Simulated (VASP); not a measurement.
# C (Fd-3m) in VASP: a series of runs

The runs below take C through single point, with PBE.

Program: VASP 6.6.1. These are calculated values, not measurements. Logs are shortened: lines on timing, memory, paths and dates and some standing lists are left out, and cuts for length are marked.

## (1) The cell of the first run

Symmetry: Fd-3m, No. 227, cubic system. The conventional cell has a = 3.572 Å, b = 3.572 Å, c = 3.572 Å, α = 90.00°, β = 90.00°, γ = 90.00°. Within 2.1 Å of C (site symmetry -43m) lie 4 C at 1.55 Å.

## (2) Single point, PBE

File INCAR:

```
PREC = Accurate
ENCUT = 520
EDIFF = 1E-6
ISMEAR = -1
SIGMA = 0.05
LREAL = F
LASPH = T
NELM = 100
ALGO = Normal
ISIF = 2
LWAVE = F
LCHARG = F
GGA = PE
NBANDS = 11
```

File KPOINTS:

```
Automatic mesh
0
Gamma
  13 13 13
```

File POSCAR:

```
C
1.0
    0.0000000000      1.7858176506      1.7858176506
    1.7858176506      0.0000000000      1.7858176506
    1.7858176506      1.7858176506      0.0000000000
C
2
Direct
    0.5000000000      0.5000000000      0.5000000000
    0.7500000000      0.7500000000      0.7500000000
```

Potentials or basis: VASP PAW PBE potentials, release 64 (C).

Run with:

```console
> cat potpaw_PBE.64/C/POTCAR > POTCAR
> mpirun -np 1 vasp_std > vasp.out
```

OUTCAR:

```text
PREC = Accurate
   ENCUT = 520
   EDIFF = 1E-6
   ISMEAR = -1
   LREAL = F
   LASPH = T
   NELM = 100
   ISIF = 2
   GGA = PE

 ion  position               nearest neighbor table
   1  0.500  0.500  0.500-   2 1.55   2 1.55   2 1.55   2 1.55
   2  0.750  0.750  0.750-   1 1.55   1 1.55   1 1.55   1 1.55

  LATTYP: Found a face centered cubic cell.
 ALAT       =     3.5716353012

  Lattice vectors:

 A1 = (   0.0000000000,   1.7858176506,   1.7858176506)
 A2 = (   1.7858176506,   0.0000000000,   1.7858176506)
 A3 = (   1.7858176506,   1.7858176506,   0.0000000000)

Analysis of symmetry for initial positions (statically):
=====================================================================
 Subroutine PRICEL returns:
 Original cell was already a primitive cell.

 Routine SETGRP: Setting up the symmetry group for a
 face centered cubic supercell.

 Subroutine GETGRP returns: Found 48 space group operations
 (whereof 24 operations were pure point group operations)
 out of a pool of 48 trial point group operations.

The static configuration has the point symmetry T_d .
 The point group associated with its full space group is O_h .

Analysis of symmetry for dynamics (positions and initial velocities):
=====================================================================
 Subroutine PRICEL returns:
 Original cell was already a primitive cell.

 Routine SETGRP: Setting up the symmetry group for a
 face centered cubic supercell.

 Subroutine GETGRP returns: Found 48 space group operations
 (whereof 24 operations were pure point group operations)
 out of a pool of 48 trial point group operations.

The dynamic configuration has the point symmetry T_d .
 The point group associated with its full space group is O_h .

 Subroutine INISYM returns: Found 48 space group operations
 (whereof 24 operations are pure point group operations),
 and found     1 'primitive' translations

----------------------------------------------------------------------------------------

                                     Primitive cell

  volume of cell :      11.3905

  direct lattice vectors                    reciprocal lattice vectors
     0.000000000  1.785817651  1.785817651    -0.279983793  0.279983793  0.279983793
     1.785817651  0.000000000  1.785817651     0.279983793 -0.279983793  0.279983793
     1.785817651  1.785817651  0.000000000     0.279983793  0.279983793 -0.279983793

  length of vectors
     2.525527541  2.525527541  2.525527541     0.484946155  0.484946155  0.484946155

  position of ions in fractional coordinates (direct lattice)
     0.500000000  0.500000000  0.500000000
     0.750000000  0.750000000  0.750000000

  ion indices of the primitive-cell ions
   primitive index   ion index
                 1           1
                 2           2

----------------------------------------------------------------------------------------

 KPOINTS: Automatic mesh

Automatic generation of k-mesh.
 Grid dimensions read from file:
 generate k-points for:   13   13   13

 Generating k-lattice:

  Cartesian coordinates                     Fractional coordinates (reciprocal lattice)
    -0.021537215  0.021537215  0.021537215     0.076923077  0.000000000  0.000000000
     0.021537215 -0.021537215  0.021537215     0.000000000  0.076923077  0.000000000
     0.021537215  0.021537215 -0.021537215     0.000000000  0.000000000  0.076923077

  Length of vectors
     0.037303550  0.037303550  0.037303550

  Shift w.r.t. Gamma in fractional coordinates (k-lattice)
     0.000000000  0.000000000  0.000000000

 Subroutine IBZKPT returns following result:
 ===========================================

 Found     84 irreducible k-points:

 Following reciprocal coordinates:
            Coordinates               Weight
  0.000000  0.000000  0.000000      1.000000
  0.076923  0.000000  0.000000      8.000000
  0.153846  0.000000  0.000000      8.000000
  0.230769  0.000000  0.000000      8.000000
  0.307692  0.000000  0.000000      8.000000
  0.384615  0.000000  0.000000      8.000000
[... 16 lines left out ...]
  0.384615  0.153846  0.000000     24.000000
  0.461538  0.153846  0.000000     24.000000
 [... further k-points ...]
   k-points           NKPTS =     84   k-points in BZ     NKDIM =     84   number of bands    NBANDS=     11
   number of dos      NEDOS =    301   number of ions     NIONS =      2
   total plane-waves  NPLWV =   8000
   dimension x,y,z NGX =    20 NGY =   20 NGZ =   20
   dimension x,y,z NGXF=    40 NGYF=   40 NGZF=   40
   ions per type =               2
   NGX,Y,Z   is equivalent  to a cutoff of  13.17, 13.17, 13.17 a.u.
   NGXF,Y,Z  is equivalent  to a cutoff of  26.33, 26.33, 26.33 a.u.
 SYSTEM =  unknown system
   PREC   = accura    normal or accurate (medium, high low for compatibility)
   ISTART =      0    job   : 0-new  1-cont  2-samecut
   ICHARG =      2    charge: 1-file 2-atom 10-const
   ISPIN  =      1    spin polarized calculation?
   LNONCOLLINEAR =      F non collinear calculations
   LSORBIT =      F    spin-orbit coupling
   LASPH  =      T    aspherical Exc in radial PAW
   ENCUT  =  520.0 eV  38.22 Ry    6.18 a.u.   4.70  4.70  4.70*2*pi/ulx,y,z
   NELM   =    100;   NELMIN=  2; NELMDL= -5     # of ELM steps
   EDIFF  = 0.1E-05   stopping-criterion for ELM
   LREAL  =      F    real-space projection
   EDIFFG = 0.1E-04   stopping-criterion for IOM
   NSW    =      0    number of steps for IOM
   IBRION =     -1    ionic relax: 0-MD 1-quasi-New 2-CG
   NFREE  =      0    steps in history (QN), initial steepest desc. (CG)
   ISIF   =      2    stress and relaxation
   ISYM   =      2    0-nonsym 1-usesym 2-fastsym
   POTIM  = 0.5000    time-step for ionic-motion
   TEBEG  =    0.0;   TEEND  =   0.0 temperature during run
   PSTRESS=    0.0 pullay stress
   NELECT =       8.0000    total number of electrons
   NUPDOWN=      -1.0000    fix difference up-down
   EMIN   =  10.00;   EMAX   =-10.00  energy-range for DOS
   EFERMI =   0.00;   METHOD = LEGACY
   ISMEAR =    -1;   SIGMA  =   0.05  broadening in eV -4-tet -1-fermi 0-gaus
   EFERMI_NEDOS =   21; number of points for ismear=-14 and -15
   IALGO  =     38    algorithm
   IMIX   =      4    mixing-type and parameters
     AMIX     =   0.40;   BMIX     =  1.00
     AMIX_MAG =   1.60;   BMIX_MAG =  1.00
  volume/ion in A,a.u.               =       5.70        38.43
  Fermi-wavevector in a.u.,A,eV,Ry     =   1.455206  2.749940 28.812018  2.117624
  Thomas-Fermi vector in A             =   2.572267
   LORBIT       =      0    0 simple, 1 ext, 2 COOP (PROOUT), +10 PAW based schemes
   GGA     = PE    functional components
   LHFCALC =     F    Hartree Fock is set to
   AEXX    =    0.0000 exact exchange contribution
   IVDW    =     0    specifies the selected vdW correction
   LEPSILON=     F    determine dielectric tensor
   LRPA    =     F    only Hartree local field effects (RPA)
 non-spin polarized calculation
  energy-cutoff  :      520.00
  volume of cell :       11.39
 maximum number of plane-waves:       331
   NGX =  9   NGY =  9   NGZ =  9

 number of electron       7.9999999 magnetization

 Free energy of the ion-electron system (eV)
  ---------------------------------------------------
  ext. energy  EPLUGINS =         0.00000000
  ---------------------------------------------------
  free energy    TOTEN  =       -18.18578641 eV

  energy without entropy =      -18.18578641  energy(sigma->0) =      -18.18578641

 E-fermi :  10.6313     XC(G=0): -13.2303

 val. band max:        9.6704685393   @ k =   0.0000   0.0000   0.0000
 cond. band min:      13.8035668295   @ k =   0.3846   0.3846   0.0000
 fundamental gap:      4.1330982901
 Fermi energy:        10.6312660276

 k-point     1 :       0.0000    0.0000    0.0000
  band No.  band energies     occupation
      1     -11.7515      2.00000
      2       9.6705      2.00000
      3       9.6705      2.00000
      4       9.6705      2.00000
      5      15.2492      0.00000
      6      15.2492      0.00000
      7      15.2492      0.00000
      8      22.9083      0.00000
      9      28.9118      0.00000
     10      36.1599      0.00000
     11      36.1599      0.00000

 k-point     2 :       0.0769    0.0000    0.0000
  band No.  band energies     occupation
      1     -11.5880      2.00000
      2       8.6089      2.00000
      3       9.3932      2.00000
      4       9.3932      2.00000
      5      15.6126      0.00000
      6      15.6126      0.00000
      7      15.8737      0.00000
      8      23.0519      0.00000
      9      29.1877      0.00000
     10      34.2055      0.00000
     11      34.2055      0.00000

 k-point     3 :       0.1538    0.0000    0.0000
  band No.  band energies     occupation
      1     -11.0993      2.00000
      2       6.3475      2.00000
      3       8.7672      2.00000
      4       8.7672      2.00000
      5      16.4367      0.00000
      6      16.4367      0.00000
      7      16.8895      0.00000
      8      23.4689      0.00000
      9      29.8014      0.00000
     10      32.6250      0.00000
     11      32.6250      0.00000

 k-point     4 :       0.2308    0.0000    0.0000
  band No.  band energies     occupation
      1     -10.2914      2.00000
      2       3.7550      2.00000
      3       8.0888      2.00000
      4       8.0888      2.00000
      5      17.2702      0.00000
      6      17.2702      0.00000
      7      17.6403      0.00000
      8      24.0777      0.00000
      9      30.2649      0.00000
     10      32.0165      0.00000
     11      32.0165      0.00000
[... 239 lines left out ...]
 k-point    22 :       0.3077    0.1538    0.0000
  band No.  band energies     occupation
      1      -9.3835      2.00000
      2       3.1083      2.00000
      3       6.1184      2.00000
      4       6.7098      2.00000
      5      15.6193      0.00000
      6      19.9813      0.00000
      7      20.0862      0.00000
      8      21.7291      0.00000
      9      30.2052      0.00000
     10      31.1845      0.00000
     11      36.2288      0.00000

 k-point    23 :       0.3846    0.1538    0.0000
  band No.  band energies     occupation
      1      -8.1842      2.00000
      2       0.7002      2.00000
      3       5.8235      2.00000
      4       5.9455      2.00000
      5      16.3051      0.00000
      6      20.3490      0.00000
      7      20.3521      0.00000
      8      22.2933      0.00000
      9      30.8465      0.00000
     10      31.5346      0.00000
     11      36.5964      0.00000

 k-point    24 :       0.4615    0.1538    0.0000
  band No.  band energies     occupation
      1      -6.7543      2.00000
      2      -1.5335      2.00000
      3       5.2525      2.00000
      4       5.7842      2.00000
      5      16.7376      0.00000
      6      20.2269      0.00000
      7      20.5122      0.00000
      8      23.5497      0.00000
      9      30.2283      0.00000
     10      32.8825      0.00000
     11      36.6830      0.00000

 [... further k-points ...]
[... 5 lines left out ...]
  --------------------------------------------------------------------------------------
  -------------------------------------------------------------------------------------
  Total        0.0458009      0.0458009      0.0458009     -0.0000000     -0.0000000     -0.0000000
  in kB        6.4423312      6.4423312      6.4423312     -0.0000000     -0.0000000     -0.0000000
  external PRESSURE =       6.4423312 kB  Pullay stress =       0.0000000 kB

 VOLUME and BASIS-vectors are now :
 -----------------------------------------------------------------------------
  energy-cutoff  :      520.00
  volume of cell :       11.39
      direct lattice vectors                 reciprocal lattice vectors
     0.000000000  1.785817651  1.785817651    -0.279983793  0.279983793  0.279983793
     1.785817651  0.000000000  1.785817651     0.279983793 -0.279983793  0.279983793
     1.785817651  1.785817651  0.000000000     0.279983793  0.279983793 -0.279983793

 POSITION                                       TOTAL-FORCE (eV/Angst)
 -----------------------------------------------------------------------------------
      1.78582      1.78582      1.78582         0.000000      0.000000      0.000000
      2.67873      2.67873      2.67873        -0.000000     -0.000000     -0.000000
 -----------------------------------------------------------------------------------
    total drift:                                0.000000     -0.000000      0.000000

  FREE ENERGIE OF THE ION-ELECTRON SYSTEM (eV)
  ---------------------------------------------------
  free  energy   TOTEN  =       -18.1857864117 eV

  energy  without entropy=      -18.1857864117  energy(sigma->0) =      -18.18578641
```

Wall time 12 s (1 thread of Intel Xeon Platinum 8259CL at 2.50GHz (Skylake/Cascade Lake), shared host); peak memory 0.12 GiB.

Results:

| Quantity | Value |
| --- | --- |
| Free energy | -18.1858 eV |
| Pressure | 0.6 GPa |
| Band gap on the k mesh | 4.13 eV, indirect (least direct gap 5.58 eV) |

Levels at points of the mesh, in eV from the valence-band top:
| k point | band 2 | band 3 | band 4 | band 5 | band 6 | band 7 |
| --- | --- | --- | --- | --- | --- | --- |
| (0.00, 0.00, 0.00) | 0.00 | 0.00 | 0.00 | 5.58 | 5.58 | 5.58 |

A k mesh can miss the band edges. As with any semilocal functional, this PBE gap is likely too small.

(Part 1 of 2 ends here.)
